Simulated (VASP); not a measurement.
Here is a VASP 6.6.1 calculation.

The input INCAR:

```
SYSTEM = MgO
PREC = Accurate
ENCUT = 600
EDIFF = 1E-6
ISMEAR = 0
SIGMA = 0.01
LREAL = .FALSE.
LASPH = .TRUE.
NELM = 120
ALGO = Normal
ISIF = 2
LWAVE = .FALSE.
LCHARG = .FALSE.
GGA = PE
NBANDS = 16
GGA_COMPAT = .FALSE.
```

The input KPOINTS:

```
Automatic mesh
0
G
  6 6 4
  0 0 0
```

The input POSCAR:

```
MgO
1.0
    3.2324739639      0.0000000000      0.0000000000
   -1.6162369819      2.7994045698      0.0000000000
    0.0000000000      0.0000000000      4.9490215454
Mg O
2 2
Direct
    0.3333333333      0.6666666667     -0.0098385227
    0.6666666667      0.3333333333      0.4901614773
    0.3333333333      0.6666666667      0.3848385227
    0.6666666667      0.3333333333      0.8848385227
```

Potentials or basis: VASP PAW PBE potentials, release 64 (Mg, O).

The run is started by

```console
$ cat potpaw_PBE.64/Mg/POTCAR potpaw_PBE.64/O/POTCAR > POTCAR
$ mpirun -np 1 vasp_std > vasp.out
```

Q: Predict the largest force.

A: 0.061 eV/Å.

Q: Predict the band gap on the k mesh.

A: 3.83 eV.

Q: What does it give for the pressure?

A: 10.8 GPa.

Stress tensor (GPa, compression positive):
```
11.10  0.00  0.00
 0.00 11.10  0.00
 0.00  0.00 10.11
```

Caveat: the cell stands under pressure.
